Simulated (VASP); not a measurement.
# Te2Mo in VASP: single point with PBE+D3(BJ)

Aim: the single point of Te2Mo with PBE+D3(BJ).

Program: VASP 6.6.1. These are calculated values, not measurements. Logs are shortened: lines on timing, memory, paths and dates and some standing lists are left out, and cuts for length are marked.

## 1. The cell of the first run

The cell holds a disordered packing, 9 atoms: a = 5.862 Å, b = 5.335 Å, c = 7.291 Å, α = 86.84°, β = 86.83°, γ = 104.13°.

## 2. Single point, PBE+D3(BJ)

POSCAR

```
Te2Mo
1.0
    5.8175480000     -0.6972280000      0.1874010000
   -0.6834970000      5.2880500000      0.1664280000
    0.1955810000      0.2017970000      7.2854060000
Te Mo
6 3
Direct
    0.7518762495      0.7158338022      0.2923186613
    0.5573626608      0.6901548846      0.8529030237
    0.7599513847      0.2654959555      0.6522481391
    0.2251541213      0.3946791356      0.2412978514
    0.1270508301      0.0257825346      0.9180213495
    0.2318359602      0.8912326418      0.4864347845
    0.5117723670      0.0428307549      0.1332532196
    0.8218218198      0.3639562780      0.0237078952
    0.2145353997      0.3769715515      0.6192231652
```

INCAR.step1

```
  PREC = Accurate
  ENCUT = 400
  EDIFF = 1E-6
  ISMEAR = 0
  SIGMA = 0.1
  LREAL = False
  LASPH = True
  NELM = 120
  ALGO = Normal
  ISIF = 2
  LWAVE = False
  LCHARG = True
  LMAXMIX = 4
  GGA = PE
  IVDW = 12
  NBANDS = 49
  GGA_COMPAT = False
  NEDOS = 2001
  LORBIT = 11
```

KPOINTS.step1

```
regular mesh
0
Gamma
  6 7 5
```

INCAR.step2

```
  PREC = Accurate
  ENCUT = 400
  EDIFF = 1E-6
  ISMEAR = -5
  SIGMA = 0.1
  LREAL = False
  LASPH = True
  NELM = 120
  ALGO = Normal
  ISIF = 2
  LWAVE = False
  LCHARG = False
  LMAXMIX = 4
  GGA = PE
  IVDW = 12
  LORBIT = 11
  NEDOS = 2001
  ICHARG = 11
  GGA_COMPAT = False
```

KPOINTS.step2

```
regular mesh
0
Gamma
  9 11 8
```

Potentials or basis: VASP PAW PBE potentials, release 64 (Te, Mo_sv).

Launch:

```console
cat potpaw_PBE.64/Te/POTCAR potpaw_PBE.64/Mo_sv/POTCAR > POTCAR
cp INCAR.step1 INCAR
cp KPOINTS.step1 KPOINTS
mpirun -np 1 vasp_std > vasp.out
cp INCAR.step2 INCAR
cp KPOINTS.step2 KPOINTS
mpirun -np 1 vasp_std > vasp.out
```

OUTCAR:

```text
PREC = Accurate
   ENCUT = 400
   EDIFF = 1E-6
   ISMEAR = -5
   LREAL = False
   LASPH = True
   NELM = 120
   ISIF = 2
   GGA = PE
   IVDW = 12
   LORBIT = 11
   ICHARG = 11
 IVDW          = 12

 ion  position               nearest neighbor table
   1  0.752  0.716  0.292-   7 2.74   8 2.87   6 3.18   4 3.20   2 3.46   3 3.47   5 3.48   4 3.61
                             6 3.64
   2  0.557  0.690  0.853-   8 2.88   7 2.90   9 2.96   3 3.19   3 3.24   4 3.42   5 3.45   1 3.46
                             5 3.46   6 3.63
   3  0.760  0.265  0.652-   9 2.58   8 2.81   2 3.19   2 3.24   5 3.40   9 3.41   1 3.47   6 3.56

   4  0.225  0.395  0.241-   9 2.75   8 2.90   7 2.92   5 3.14   6 3.15   1 3.20   6 3.27   2 3.42
                             7 3.48   1 3.61
   5  0.127  0.026  0.918-   9 2.73   7 2.80   8 2.94   4 3.14   6 3.32   3 3.40   2 3.45   2 3.46
                             1 3.48   8 3.57
   6  0.232  0.891  0.486-   9 2.83   9 2.84   7 2.94   4 3.15   1 3.18   4 3.27   5 3.32   3 3.56
                             2 3.63   1 3.64
   7  0.512  0.043  0.133-   8 2.25   1 2.74   5 2.80   2 2.90   4 2.92   6 2.94   4 3.48
   8  0.822  0.364  0.024-   7 2.25   3 2.81   1 2.87   2 2.88   4 2.90   5 2.94   5 3.57
   9  0.215  0.377  0.619-   3 2.58   5 2.73   4 2.75   6 2.83   6 2.84   2 2.96   3 3.41

  LATTYP: Found a triclinic cell.
 ALAT       =     5.3346358105
 B/A-ratio  =     2.3526648606
 C/A-ratio  =     1.7374317823
 COS(alpha) =     0.0054744731
 COS(beta)  =     0.6189629991
 COS(gamma) =     0.7040570390

  Lattice vectors:

 A1 = (   0.6834970000,  -5.2880500000,  -0.1664280000)
 A2 = (  -4.2549730000,  -9.6770750000,   6.7651490000)
 A3 = (   0.4879160000,  -5.4898470000,  -7.4518340000)

Analysis of symmetry for initial positions (statically):
=====================================================================
 Subroutine PRICEL returns:
 Original cell was already a primitive cell.

 Routine SETGRP: Setting up the symmetry group for a
 triclinic supercell.

 Subroutine GETGRP returns: Found  1 space group operations
 (whereof  1 operations were pure point group operations)
 out of a pool of  2 trial point group operations.

The static configuration has the point symmetry C_1 .

Analysis of symmetry for dynamics (positions and initial velocities):
=====================================================================
 Subroutine PRICEL returns:
 Original cell was already a primitive cell.

[... 143 lines left out ...]
     AMIX_MAG =   1.60;   BMIX_MAG =  1.00
  volume/ion in A,a.u.               =      24.47       165.12
  Fermi-wavevector in a.u.,A,eV,Ry     =   1.158308  2.188885 18.254639  1.341678
  Thomas-Fermi vector in A             =   2.294912
   LORBIT       =     11    0 simple, 1 ext, 2 COOP (PROOUT), +10 PAW based schemes
   GGA     = PE    functional components
   LHFCALC =     F    Hartree Fock is set to
   AEXX    =    0.0000 exact exchange contribution
   IVDW    =    12    specifies the selected vdW correction
   LEPSILON=     F    determine dielectric tensor
   LRPA    =     F    only Hartree local field effects (RPA)
 non-spin polarized calculation
 Fermi weights with tetrahedron method with Bloechl corrections
  energy-cutoff  :      400.00
  volume of cell :      220.21
 maximum number of plane-waves:      4029

 number of electron      78.0000005 magnetization

 Free energy of the ion-electron system (eV)
  ---------------------------------------------------
  ext. energy  EPLUGINS =         0.00000000
  ---------------------------------------------------
  free energy    TOTEN  =       -49.66446442 eV

  energy without entropy =      -49.66446442  energy(sigma->0) =      -49.66446442

 E-fermi :   8.9072     XC(G=0): -10.6496

 val. band max:        8.9366194111   @ k =  -0.3333   0.4545   0.2500
 cond. band min:       8.8550337730   @ k =  -0.0000   0.4545   0.5000
 fundamental gap:     -0.0815856381
 Fermi energy:         8.9071597370

 k-point     1 :       0.0000    0.0000    0.0000
  band No.  band energies     occupation
      1     -52.1531      2.00000
      2     -52.1215      2.00000
      3     -51.7409      2.00000
      4     -27.0970      2.00000
      5     -26.3326      2.00000
      6     -26.2783      2.00000
[... 1165 lines left out ...]
     45      10.4257      0.00000
     46      10.8765      0.00000

 [... further k-points ...]

------------------------ aborting loop because EDIFF is reached ----------------------------------------

 Edisp (eV)   -5.56542

 E8    (eV) :    -2.5679

  FORCE on cell =-STRESS in cart. coord.  units (eV):
  Direction    XX          YY          ZZ          XY          YZ          ZX
  --------------------------------------------------------------------------------------
  -------------------------------------------------------------------------------------
  Total       1.53621    -1.21793     0.84293     0.50585    -1.07594    -0.07819
  in kB      11.17674    -8.86106     6.13277     3.68035    -7.82804    -0.56887
  external pressure =        2.82 kB  Pullay stress =        0.00 kB

 VOLUME and BASIS-vectors are now :
 -----------------------------------------------------------------------------
  energy-cutoff  :      400.00
  volume of cell :      220.21
      direct lattice vectors                 reciprocal lattice vectors
     5.817548000 -0.697228000  0.187401000     0.174792964  0.022760060 -0.005322846
    -0.683497000  5.288050000  0.166428000     0.023238242  0.192296509 -0.005950227
     0.195581000  0.201797000  7.285406000    -0.005027018 -0.004978279  0.137533556

 POSITION                                       TOTAL-FORCE (eV/Angst)
 -----------------------------------------------------------------------------------
      3.94198      3.32012      2.38970         0.194213     -0.190071      0.052783
      2.93758      3.43308      6.43306         0.047460      0.108687      0.080135
      4.36716      1.00572      4.93849         0.207292     -0.059648     -0.055123
      1.08728      1.97879      1.86583        -0.053550      0.016103     -0.147516
      0.90105      0.23301      6.71626         0.014172      0.006096      0.166862
      0.83470      4.64940      3.73565         0.040870      0.002537     -0.073491
      2.97405     -0.10344      1.07384        -0.330827     -0.073042     -0.106569
      4.53686      1.35641      0.38730         0.020632      0.098181      0.079353
      1.11152      1.96882      4.61423        -0.140264      0.091157      0.003567
 -----------------------------------------------------------------------------------
    total drift:                                0.003525      0.001262      0.000692

  FREE ENERGIE OF THE ION-ELECTRON SYSTEM (eV)
  ---------------------------------------------------
  free  energy   TOTEN  =       -55.2298842643 eV

  energy  without entropy=      -55.2298842643  energy(sigma->0) =      -55.22988426

 total charge

# of ion       s       p       d       tot
------------------------------------------
    1        1.399   1.904   0.055   3.358
    2        1.393   1.894   0.061   3.348
    3        1.406   1.898   0.069   3.373
    4        1.394   1.905   0.077   3.376
    5        1.395   1.923   0.070   3.387
    6        1.395   1.895   0.070   3.360
    7        2.286   6.115   4.152  12.553
    8        2.285   6.105   4.156  12.546
    9        2.249   6.108   4.014  12.370
--------------------------------------------------
tot         15.203  29.745  12.724  57.672
```

It took 59 min on 1 thread of AMD EPYC 7R13, shared host; peak memory 1.8 GiB.

What came out:

```yaml
Valence_electrons_inside_the_program's_atomic_spheres: Te 3.36, 3.35, 3.37, 3.38, 3.39 (each value once); Mo 12.55, 12.37 (each value once)
Dispersion_energy_per_atom: -0.618 eV
```

Levels at points of the mesh, in eV from the Fermi level:
```tsv
k point	band 35	band 36	band 37	band 38	band 39	band 40	band 41	band 42	band 43	band 44
(0.00, 0.00, 0.00)	-1.26	-0.86	-0.58	-0.32	-0.16	0.29	0.48	0.74	0.99	1.20
(0.00, 0.00, 0.50)	-1.29	-1.09	-0.79	-0.39	-0.11	0.12	0.46	0.59	0.95	1.07
```

Caveat: spin-orbit coupling is left out, which moves the levels of the heavy elements; tetrahedron occupations give inexact forces and stress in metals.
